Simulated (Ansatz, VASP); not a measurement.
Two plane-wave programs on TiGe6Mo2

```
Ti Ge Mo
1.0
     4.74710    0.00000    0.00000
     2.37355    4.17853    0.00000
     2.37355    0.00000    7.09520
Ti Ge Mo
1 6 2
Direct
  0.00000 0.00000 0.00000
  0.33778 0.32445 0.00000
  0.00522 0.32438 0.66519
  0.67041 0.32438 0.33481
  0.66222 0.67555 0.00000
  0.32960 0.67562 0.66519
  0.99478 0.67562 0.33481
  0.66727 0.00000 0.66545
  0.33273 0.00000 0.33455
```

Alike in both runs: task single point; functional PBE; k mesh 6 × 6 × 6; occupations gaussian, width 0.2 eV; no spin polarisation.

|  | VASP | Ansatz |
| --- | --- | --- |
| version | VASP 6.6.1 | Ansatz 0.2.0 |
| potentials or method | VASP PAW PBE potentials, release 64 (Ti_sv, Ge_d, Mo_sv), cutoff 520 eV | scalar-relativistic, plane waves, PAW |
| valence electrons in the cell | 124 | 124 |

|  | VASP | Ansatz | Ansatz less VASP |
| --- | --- | --- | --- |
| gap on the k mesh at the Fermi level (eV) | none | none | - |
| pressure (GPa) | 0.3 | 0.0 | -0.27 |
| traceless stress, the component that is largest in VASP (GPa) | 0.14 | 0.14 | +0.009 |
| rms of the force components (eV/Å) | 0.014 | 0.012 | -0.0023 |

Atom by atom the forces differ by 0.003 eV/Å (rms over components). A gap of «none» marks a metal or a gap that the smearing closes.
